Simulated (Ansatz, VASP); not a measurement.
Ti3O4 in VASP and in Ansatz

```
Ti O
1.0
     2.91282   -4.03035    0.00000
     2.91282    4.03035    0.00000
     0.00000    0.00000    2.96903
Ti O
3 4
Direct
  0.00000 0.00000 0.50000
  0.50000 0.00000 0.00000
  0.00000 0.50000 0.00000
  0.76278 0.76278 0.02947
  0.25888 0.74112 0.52947
  0.23722 0.23722 0.02947
  0.74112 0.25888 0.52947
```

Change from the starting cell: all O atoms moved +0.087 Å, as atom 4 along Cartesian [0 0 1].

Alike in both runs: task single point; functional PBEsol; k mesh 8 × 8 × 14; occupations gaussian, width 0.15 eV; no spin polarisation.

|  | VASP | Ansatz |
| --- | --- | --- |
| version | VASP 6.6.1 | Ansatz 0.2.0 |
| potentials or method | VASP PAW PBE potentials, release 64 (Ti_sv, O), cutoff 520 eV | scalar-relativistic, plane waves, PAW |
| valence electrons in the cell | 60 | 60 |

VASP gave:

```
gap on the k mesh at the Fermi level (eV)                     : none
pressure (GPa)                                                : 2.0
traceless stress, the component that is largest in VASP (GPa) : -1.09
rms of the force components (eV/Å)                            : 0.531
```

Q: Estimate Ansatz's values.

A: gap on the k mesh at the Fermi level (eV): none; pressure (GPa): 1.2; traceless stress, the component that is largest in VASP (GPa): -1.13; rms of the force components (eV/Å): 0.523.

VASP's potentials were made for PBE, not for PBEsol. Atom by atom the forces differ by 0.014 eV/Å (rms over components). A gap of «none» marks a metal or a gap that the smearing closes. The functional is the same, so the differences come from potentials, cutoffs and numerics.
